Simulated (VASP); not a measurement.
# Ir3Cl in VASP: further runs

Runs on Ir3Cl. Level: PBE. Tasks: relaxation of the atoms, single point.

All numbers are computed with VASP 6.6.1; they aren't measurements. Logs are shortened: lines on timing, memory, paths and dates and some standing lists are left out, and cuts for length are marked.

## Step 1: The cell of the first run

The cell holds a slab with vacuum, 4 atoms: a = 2.737 Å, b = 2.737 Å, c = 19.188 Å, α = 90.00°, β = 90.00°, γ = 90.00°.

## Step 2: Relaxation of the atoms, PBE

Contents of INCAR:

```
SYSTEM = Ir3Cl
PREC     = Accurate       ! precision mode
ENCUT    = 450            ! plane-wave cutoff, eV
EDIFF    = 1E-7           ! SCF threshold, eV
ISMEAR   = 0              ! smearing method
SIGMA    = 0.1            ! smearing width, eV
LREAL    = .False.        ! projectors in reciprocal space
LASPH    = .True.         ! aspherical terms in the spheres
NELM     = 120            ! most SCF steps
ALGO     = Normal         ! electronic algorithm
ISIF     = 2              ! what is computed and relaxed
LWAVE    = .False.        ! write WAVECAR
LCHARG   = .False.        ! write CHGCAR
LDIPOL   = .True.       
IDIPOL   = 3            
DIPOL    = 0.5 0.5 0.360
GGA      = PE             ! functional
IBRION   = 2              ! ionic algorithm
NSW      = 36             ! ionic steps
EDIFFG   = -0.025         ! ionic threshold
GGA_COMPAT= .False.      
NELMIN   = 4            
NELMDL   = -8
```

Contents of KPOINTS:

```
regular mesh
0
Gamma
  10 10 1
  0 0 0
```

Contents of POSCAR:

```
Ir3Cl
1.0
    2.7367600872      0.0000000000      0.0000000000
    0.0000000000      2.7367600872      0.0000000000
    0.0000000000      0.0000000000     19.1883373024
Ir Cl
3 1
Selective dynamics
Direct
    0.5000000000      0.5000000000      0.2084599586  F F F
    0.0000000000      0.0000000000      0.3045662598  F F F
    0.5000000000      0.5000000000      0.4006776190  F F F
    0.5000000000      0.5000000000      0.5278381937  F F T
```

Potentials or basis: VASP PAW PBE potentials, release 64 (Ir, Cl).

On the command line:

```console
$ cat potpaw_PBE.64/Ir/POTCAR potpaw_PBE.64/Cl/POTCAR > POTCAR
$ mpirun -np 1 vasp_std > vasp.out
```

OUTCAR:

```text
SYSTEM = Ir3Cl
   PREC = Accurate
   ENCUT = 450
   EDIFF = 1E-7
   ISMEAR = 0
   LREAL = .False.
   LASPH = .True.
   NELM = 120
   ISIF = 2
   GGA = PE
   IBRION = 2
   NSW = 36
   EDIFFG = -0.025
   NELMIN = 4
   NELMDL = -8

 ion  position               nearest neighbor table
   1  0.500  0.500  0.208-   2 2.67   2 2.67   2 2.67   2 2.67
   2  0.000  0.000  0.305-   1 2.67   1 2.67   1 2.67   1 2.67   3 2.67   3 2.67   3 2.67   3 2.67

   3  0.500  0.500  0.401-   4 2.44   2 2.67   2 2.67   2 2.67   2 2.67
   4  0.500  0.500  0.528-   3 2.44

  LATTYP: Found a simple tetragonal cell.
 ALAT       =     2.7367600872
 C/A-ratio  =     7.0113333617

  Lattice vectors:

 A1 = (   2.7367600872,   0.0000000000,   0.0000000000)
 A2 = (   0.0000000000,   2.7367600872,   0.0000000000)
 A3 = (   0.0000000000,   0.0000000000,  19.1883373024)

Analysis of symmetry for initial positions (statically):
=====================================================================
 Subroutine PRICEL returns:
 Original cell was already a primitive cell.

 Routine SETGRP: Setting up the symmetry group for a
 simple tetragonal supercell.

 Subroutine GETGRP returns: Found  8 space group operations
 (whereof  8 operations were pure point group operations)
 out of a pool of 16 trial point group operations.

The static configuration has the point symmetry C_4v.

Analysis of symmetry for dynamics (positions and initial velocities):
=====================================================================
 Subroutine PRICEL returns:
 Original cell was already a primitive cell.

 Routine SETGRP: Setting up the symmetry group for a
 simple tetragonal supercell.

 Subroutine GETGRP returns: Found  8 space group operations
 (whereof  8 operations were pure point group operations)
 out of a pool of 16 trial point group operations.

The dynamic configuration has the point symmetry C_4v.

Analysis of constrained symmetry for selective dynamics:
=====================================================================
 Subroutine PRICEL returns:
 Original cell was already a primitive cell.

 Routine SETGRP: Setting up the symmetry group for a
 simple tetragonal supercell.

 Subroutine GETGRP returns: Found  8 space group operations
 (whereof  8 operations were pure point group operations)
 out of a pool of 16 trial point group operations.

The constrained configuration has the point symmetry C_4v.

 Subroutine INISYM returns: Found  8 space group operations
 (whereof  8 operations are pure point group operations),
 and found     1 'primitive' translations

----------------------------------------------------------------------------------------

                                     Primitive cell

  volume of cell :     143.7179

  direct lattice vectors                    reciprocal lattice vectors
     2.736760087  0.000000000  0.000000000     0.365395566  0.000000000  0.000000000
     0.000000000  2.736760087  0.000000000     0.000000000  0.365395566  0.000000000
     0.000000000  0.000000000 19.188337302     0.000000000  0.000000000  0.052114990

  length of vectors
     2.736760087  2.736760087 19.188337302     0.365395566  0.365395566  0.052114990

  position of ions in fractional coordinates (direct lattice)
     0.500000000  0.500000000  0.208459959
     0.000000000  0.000000000  0.304566260
     0.500000000  0.500000000  0.400677619
     0.500000000  0.500000000  0.527838194

  ion indices of the primitive-cell ions
   primitive index   ion index
[... 55 lines left out ...]
   number of dos      NEDOS =    301   number of ions     NIONS =      4
   total plane-waves  NPLWV =  56000
   dimension x,y,z NGX =    20 NGY =   20 NGZ =  140
   dimension x,y,z NGXF=    40 NGYF=   40 NGZF=  280
   ions per type =               3   1
   NGX,Y,Z   is equivalent  to a cutoff of  12.15, 12.15, 12.13 a.u.
   NGXF,Y,Z  is equivalent  to a cutoff of  24.30, 24.30, 24.26 a.u.
 SYSTEM =  Ir3Cl
   PREC   = accura    normal or accurate (medium, high low for compatibility)
   ISTART =      0    job   : 0-new  1-cont  2-samecut
   ICHARG =      2    charge: 1-file 2-atom 10-const
   ISPIN  =      1    spin polarized calculation?
   LNONCOLLINEAR =      F non collinear calculations
   LSORBIT =      F    spin-orbit coupling
   LASPH  =      T    aspherical Exc in radial PAW
   ENCUT  =  450.0 eV  33.07 Ry    5.75 a.u.   4.73  4.73 33.19*2*pi/ulx,y,z
   NELM   =    120;   NELMIN=  4; NELMDL= -8     # of ELM steps
   EDIFF  = 0.1E-06   stopping-criterion for ELM
   LREAL  =      F    real-space projection
   EDIFFG = -.3E-01   stopping-criterion for IOM
   NSW    =     36    number of steps for IOM
   IBRION =      2    ionic relax: 0-MD 1-quasi-New 2-CG
   NFREE  =      1    steps in history (QN), initial steepest desc. (CG)
   ISIF   =      2    stress and relaxation
   ISYM   =      2    0-nonsym 1-usesym 2-fastsym
   POTIM  = 0.5000    time-step for ionic-motion
   TEBEG  =    0.0;   TEEND  =   0.0 temperature during run
   PSTRESS=    0.0 pullay stress
   NELECT =      34.0000    total number of electrons
   NUPDOWN=      -1.0000    fix difference up-down
   EMIN   =  10.00;   EMAX   =-10.00  energy-range for DOS
   EFERMI =   0.00;   METHOD = LEGACY
   ISMEAR =     0;   SIGMA  =   0.10  broadening in eV -4-tet -1-fermi 0-gaus
   EFERMI_NEDOS =   21; number of points for ismear=-14 and -15
   IALGO  =     38    algorithm
   IMIX   =      4    mixing-type and parameters
     AMIX     =   0.40;   BMIX     =  1.00
     AMIX_MAG =   1.60;   BMIX_MAG =  1.00
  volume/ion in A,a.u.               =      35.93       242.46
  Fermi-wavevector in a.u.,A,eV,Ry     =   1.012506  1.913359 13.948258  1.025168
  Thomas-Fermi vector in A             =   2.145619
   LORBIT       =      0    0 simple, 1 ext, 2 COOP (PROOUT), +10 PAW based schemes
   GGA     = PE    functional components
   LHFCALC =     F    Hartree Fock is set to
   AEXX    =    0.0000 exact exchange contribution
   IVDW    =     0    specifies the selected vdW correction
   LEPSILON=     F    determine dielectric tensor
   LRPA    =     F    only Hartree local field effects (RPA)
 conjugate gradient relaxation of ions
 non-spin polarized calculation
 Gauss-broadening in eV      SIGMA  =   0.10
  energy-cutoff  :      450.00
  volume of cell :      143.72
 maximum number of plane-waves:      3138
 NGX is ok and might be reduce to    20
   NGX =  9   NGY =  9   NGZ = 67

--------------------------------------- Ionic step        1  -------------------------------------------

 number of electron      34.0000000 magnetization

 Free energy of the ion-electron system (eV)
  ---------------------------------------------------
  ext. energy  EPLUGINS =         0.00000000
  ---------------------------------------------------
  free energy    TOTEN  =       -26.42616505 eV

  energy without entropy =      -26.41064366  energy(sigma->0) =      -26.41840436

------------------------ aborting loop because EDIFF is reached ----------------------------------------

  FORCE on cell =-STRESS in cart. coord.  units (eV):
  Direction    XX          YY          ZZ          XY          YZ          ZX
  --------------------------------------------------------------------------------------
  -------------------------------------------------------------------------------------
  Total        0.7738866      0.7738866     -1.9907760      0.0000000      0.0000000     -0.0000000
  in kB        8.6273435      8.6273435    -22.1933154      0.0000000      0.0000000     -0.0000000
  external PRESSURE =      -1.6462095 kB  Pullay stress =       0.0000000 kB
[... 57 lines left out ...]
  FREE ENERGIE OF THE ION-ELECTRON SYSTEM (eV)
  ---------------------------------------------------
  free  energy   TOTEN  =       -26.4947374276 eV

  energy  without entropy=      -26.4797912273  energy(sigma->0) =      -26.48726433

 dipolmoment           0.000000      0.000000      0.031114 electrons x Angstroem

--------------------------------------- Ionic step        3  -------------------------------------------

 number of electron      34.0000001 magnetization

------------------------ aborting loop because EDIFF is reached ----------------------------------------
[... 35 lines left out ...]
 number of electron      34.0000000 magnetization

------------------------ aborting loop because EDIFF is reached ----------------------------------------

 vacuum level on the upper side and lower side of the slab       (xc-potential included)        -0.188        -0.098

  FORCE on cell =-STRESS in cart. coord.  units (eV):
  Direction    XX          YY          ZZ          XY          YZ          ZX
  --------------------------------------------------------------------------------------
  -------------------------------------------------------------------------------------
  Total        1.3640440      1.3640440      1.5882293      0.0000000      0.0000000      0.0000000
  in kB       15.2064618     15.2064618     17.7056951      0.0000000      0.0000000      0.0000000
  external PRESSURE =      16.0395396 kB  Pullay stress =       0.0000000 kB
[... 25 lines left out ...]
--------------------------------------- Ionic step        5  -------------------------------------------

 number of electron      34.0000000 magnetization

 dipolmoment           0.000000      0.000000     -0.004458 electrons x Angstroem

 Free energy of the ion-electron system (eV)
  ---------------------------------------------------
  ext. energy  EPLUGINS =         0.00000000
  ---------------------------------------------------
  free energy    TOTEN  =       -26.56141851 eV

  energy without entropy =      -26.54406649  energy(sigma->0) =      -26.55274250

 E-fermi :   0.5482     XC(G=0):  -6.2535

 val. band max:        0.5242770970   @ k =   0.3000   0.1000   0.0000
 cond. band min:       0.5645549039   @ k =   0.1000   0.1000   0.0000
 fundamental gap:      0.0402778068
 Fermi energy:         0.5482129919

 k-point     1 :       0.0000    0.0000    0.0000
  band No.  band energies     occupation
      1     -16.4987      2.00000
      2      -9.2936      2.00000
      3      -6.6240      2.00000
      4      -6.4960      2.00000
      5      -6.1778      2.00000
      6      -5.3984      2.00000
[... 493 lines left out ...]
     20       4.3004      0.00000
     21       4.3004      0.00000

------------------------ aborting loop because EDIFF is reached ----------------------------------------

 vacuum level on the upper side and lower side of the slab       (xc-potential included)        -0.062         0.042

  FORCE on cell =-STRESS in cart. coord.  units (eV):
  Direction    XX          YY          ZZ          XY          YZ          ZX
  --------------------------------------------------------------------------------------
  -------------------------------------------------------------------------------------
  Total        1.3757957      1.3757957      1.6944258      0.0000000     -0.0000000      0.0000000
  in kB       15.3374704     15.3374704     18.8895814      0.0000000     -0.0000000      0.0000000
  external PRESSURE =      16.5215074 kB  Pullay stress =       0.0000000 kB
[... 19 lines left out ...]
  FREE ENERGIE OF THE ION-ELECTRON SYSTEM (eV)
  ---------------------------------------------------
  free  energy   TOTEN  =       -26.5614185130 eV

  energy  without entropy=      -26.5440664896  energy(sigma->0) =      -26.55274250

 reached required accuracy - stopping structural energy minimisation

 vacuum level on the upper side and lower side of the slab         5.744         5.817
```

It took 5.2 min on 1 thread of Intel Xeon Platinum 8375C at 2.90GHz (Ice Lake), shared host; peak memory 0.25 GiB.

Results:

```
Free energy               : -26.5614 eV
Energy gained by relaxing : 33.8 meV/atom
Ionic steps               : 5
Band gap on the k mesh    : zero (bands 17 and 18 overlap by 2.33 eV)
```

The path:
```csv
step,energy change (eV),largest force on free atoms (eV/Å),pressure (GPa)
1,0.0000,1.2523,-0.16
2,-0.0686,0.9938,0.31
3,-0.1350,0.0727,1.72
4,-0.1352,0.0297,1.60
5,-0.1353,0.0129,1.65
```

Final structure:
```xyz
4
Lattice="2.7368 0.0000 0.0000 0.0000 2.7368 0.0000 0.0000 0.0000 19.1883" Properties=species:S:1:pos:R:3 pbc="T T T"
Ir    1.3684    1.3684    4.0000
Ir    0.0000    0.0000    5.8441
Ir    1.3684    1.3684    7.6883
Cl    1.3684    1.3684    9.9478
```

Levels at points of the mesh, in eV from the Fermi level:
| k point | band 14 | band 15 | band 16 | band 17 | band 18 | band 19 | band 20 | band 21 |
| --- | --- | --- | --- | --- | --- | --- | --- | --- |
| (0.00, 0.00, 0.00) | -1.03 | -0.98 | -0.13 | -0.13 | 0.37 | 1.01 | 1.07 | 1.19 |
| (0.50, 0.00, 0.00) | -1.46 | -1.10 | 0.39 | 0.65 | 0.67 | 0.87 | 1.20 | 2.56 |
| (0.50, 0.50, 0.00) | -0.12 | 0.22 | 1.29 | 1.64 | 1.81 | 2.23 | 3.75 | 3.75 |

Caveat: spin-orbit coupling is left out, which moves the levels of the heavy elements.

## Step 3: Relaxation of the atoms, PBE

Contents of INCAR:

```
SYSTEM = Ir3Cl
ALGO = Normal
DIPOL = 0.5 0.5 0.350
EDIFF = 1E-6
EDIFFG = -0.025
ENCUT = 520
GGA = PE
IBRION = 2
IDIPOL = 3
ISIF = 2
ISMEAR = 0
LASPH = .TRUE.
LCHARG = .FALSE.
LDIPOL = .TRUE.
LREAL = .FALSE.
LWAVE = .FALSE.
NELM = 100
NSW = 36
PREC = Accurate
SIGMA = 0.1
```

Contents of KPOINTS:

```
k-points
0
G
  10 10 1
  0 0 0
```

Contents of POSCAR:

```
Ir3Cl
1.0
    2.7367600872      0.0000000000      0.0000000000
    0.0000000000      2.7367600872      0.0000000000
    0.0000000000      0.0000000000     19.1883373425
Ir Cl
3 1
Selective dynamics
Direct
    0.5000000000      0.5000000000      0.2084599582  F F F
    0.0000000000      0.0000000000      0.3045662601  F F F
    0.5000000000      0.5000000000      0.4006776202  F F F
    1.0000000000      1.0000000000      0.4874433660  F F T
```

Potentials or basis: VASP PAW PBE potentials, release 64 (Ir, Cl).

On the command line:

```console
$ cat potpaw_PBE.64/Ir/POTCAR potpaw_PBE.64/Cl/POTCAR > POTCAR
$ mpirun -np 1 vasp_std > vasp.out
```

OUTCAR:

```text
SYSTEM = Ir3Cl
   EDIFF = 1E-6
   EDIFFG = -0.025
   ENCUT = 520
   GGA = PE
   IBRION = 2
   ISIF = 2
   ISMEAR = 0
   LASPH = .TRUE.
   LREAL = .FALSE.
   NELM = 100
   NSW = 36
   PREC = Accurate

 ion  position               nearest neighbor table
   1  0.500  0.500  0.208-   2 2.67   2 2.67   2 2.67   2 2.67
   2  0.000  0.000  0.305-   1 2.67   1 2.67   1 2.67   1 2.67   3 2.67   3 2.67   3 2.67   3 2.67

   3  0.500  0.500  0.401-   4 2.55   4 2.55   4 2.55   4 2.55   2 2.67   2 2.67   2 2.67   2 2.67

   4  0.000  0.000  0.487-   3 2.55   3 2.55   3 2.55   3 2.55

  LATTYP: Found a simple tetragonal cell.
 ALAT       =     2.7367600872
 C/A-ratio  =     7.0113333764

  Lattice vectors:

 A1 = (   2.7367600872,   0.0000000000,   0.0000000000)
 A2 = (   0.0000000000,   2.7367600872,   0.0000000000)
 A3 = (   0.0000000000,   0.0000000000,  19.1883373425)

Analysis of symmetry for initial positions (statically):
=====================================================================
 Subroutine PRICEL returns:
 Original cell was already a primitive cell.

 Routine SETGRP: Setting up the symmetry group for a
[... 260 lines left out ...]

--------------------------------------- Ionic step        3  -------------------------------------------

 number of electron      33.9999999 magnetization

------------------------ aborting loop because EDIFF is reached ----------------------------------------
[... 33 lines left out ...]
--------------------------------------- Ionic step        4  -------------------------------------------

 number of electron      33.9999999 magnetization

 dipolmoment           0.000000      0.000000      0.008653 electrons x Angstroem

 Free energy of the ion-electron system (eV)
  ---------------------------------------------------
  ext. energy  EPLUGINS =         0.00000000
  ---------------------------------------------------
  free energy    TOTEN  =       -25.72251928 eV

  energy without entropy =      -25.70507937  energy(sigma->0) =      -25.71379933

 E-fermi :   0.6215     XC(G=0):  -6.2162

 val. band max:        0.5819509978   @ k =   0.2000   0.0000   0.0000
 cond. band min:       0.6289317890   @ k =   0.3000   0.0000   0.0000
 fundamental gap:      0.0469807912
 Fermi energy:         0.6214819143

 k-point     1 :       0.0000    0.0000    0.0000
  band No.  band energies     occupation
      1     -16.6147      2.00000
      2      -9.3838      2.00000
      3      -7.2202      2.00000
      4      -6.4504      2.00000
      5      -6.3207      2.00000
      6      -4.5745      2.00000
[... 493 lines left out ...]
     20       4.2337      0.00000
     21       4.2337      0.00000

------------------------ aborting loop because EDIFF is reached ----------------------------------------

 vacuum level on the upper side and lower side of the slab       (xc-potential included)        -0.068        -0.299

  FORCE on cell =-STRESS in cart. coord.  units (eV):
  Direction    XX          YY          ZZ          XY          YZ          ZX
  --------------------------------------------------------------------------------------
  -------------------------------------------------------------------------------------
  Total        2.8773562      2.8773562      0.3232075      0.0000000      0.0000000      0.0000000
  in kB       32.0769754     32.0769754      3.6031407      0.0000000      0.0000000      0.0000000
  external PRESSURE =      22.5856972 kB  Pullay stress =       0.0000000 kB
[... 19 lines left out ...]
  FREE ENERGIE OF THE ION-ELECTRON SYSTEM (eV)
  ---------------------------------------------------
  free  energy   TOTEN  =       -25.7225192793 eV

  energy  without entropy=      -25.7050793717  energy(sigma->0) =      -25.71379933

 reached required accuracy - stopping structural energy minimisation

 vacuum level on the upper side and lower side of the slab         5.869         5.637
```

It took 3.4 min on 1 thread of Intel Xeon Platinum 8375C at 2.90GHz (Ice Lake), shared host; peak memory 0.26 GiB.

What came out:

| Item | Value |
| --- | --- |
| Free energy | -25.7225 eV |
| Energy gained by relaxing | 60.1 meV/atom |
| Ionic steps | 4 |
| Band gap on the k mesh | zero (bands 17 and 18 overlap by 1.73 eV) |

Step by step:
| step | energy change (eV) | largest force on free atoms (eV/Å) | pressure (GPa) |
| --- | --- | --- | --- |
| 1 | 0.0000 | 1.8515 | 5.86 |
| 2 | -0.1322 | 1.1342 | 4.63 |
| 3 | -0.2404 | 0.0326 | 2.20 |
| 4 | -0.2405 | 0.0131 | 2.26 |

Final structure:
```
CELL_PARAMETERS angstrom
2.73676 0.00000 0.00000
0.00000 2.73676 0.00000
0.00000 0.00000 19.18834
ATOMIC_POSITIONS crystal
Ir 0.50000 0.50000 0.20846
Ir 0.00000 0.00000 0.30457
Ir 0.50000 0.50000 0.40068
Cl 0.00000 0.00000 0.50391
```

Caveat: spin-orbit coupling is left out, which moves the levels of the heavy elements.

[end of part 1 of 2]
